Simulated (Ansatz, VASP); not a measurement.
## One calculation of Au, two programs

Contents of INCAR:

```
PREC     = Accurate       # precision mode
ENCUT    = 500            # plane-wave cutoff, eV
EDIFF    = 1E-6           # SCF threshold, eV
ISMEAR   = 0              # smearing method
SIGMA    = 0.019000000000000003 # smearing width, eV
LREAL    = False          # projectors in reciprocal space
LASPH    = True           # aspherical terms in the spheres
NELM     = 120            # most SCF steps
ALGO     = Normal         # electronic algorithm
ISIF     = 2              # what is computed and relaxed
LWAVE    = False          # write WAVECAR
LCHARG   = False          # write CHGCAR
GGA      = PE             # functional
NBANDS   = 12             # bands
GGA_COMPAT= False
```

File KPOINTS:

```
Automatic mesh
0
Gamma
  11 11 11
```

POSCAR

```
Au
1.0
    0.0000000000      2.0350000000      2.0350000000
    2.0350000000      0.0000000000      2.0350000000
    2.0350000000      2.0350000000      0.0000000000
Au
1
Direct
    0.0000000000      0.0000000000      0.0000000000
```

The input input.yaml:

```yaml
crystal:
  lattice:
    - [0.0, 2.035, 2.035]
    - [2.035, 0.0, 2.035]
    - [2.035, 2.035, 0.0]
  atoms:
    - { symbol: Au, position: [0.0, 0.0, 0.0] }
kpoints:
  mp_grid: { grid: [11, 11, 11] }
scf:
  occupations: { method: gaussian, width: 0.019 }
hamiltonian:
  xc: pbe
  pseudopotentials: { kind: all_electron, lapw: { basis_error: 0.001 } }
output:
  forces: true
  stress: true
  eigenvalues: true
```

Alike in both runs: task single point; functional PBE; k mesh 11 × 11 × 11; occupations gaussian, width 0.019 eV; no spin polarisation.

```csv
,VASP,Ansatz
version,VASP 6.6.1,Ansatz 0.2.0
potentials or method,"VASP PAW PBE potentials, release 64 (Au), cutoff 500 eV","all-electron LAPW, scalar-relativistic"
```

VASP gave:

```
gap on the k mesh at the Fermi level (eV) : none
pressure (GPa)                            : 10.5
```

Problem. Which values does Ansatz return?

Solution. gap on the k mesh at the Fermi level (eV): none; pressure (GPa): 10.8.

A gap of «none» marks a metal or a gap that the smearing closes. Ansatz ran all-electron here, and VASP with PAW potentials.

Neither program's run includes spin-orbit coupling.
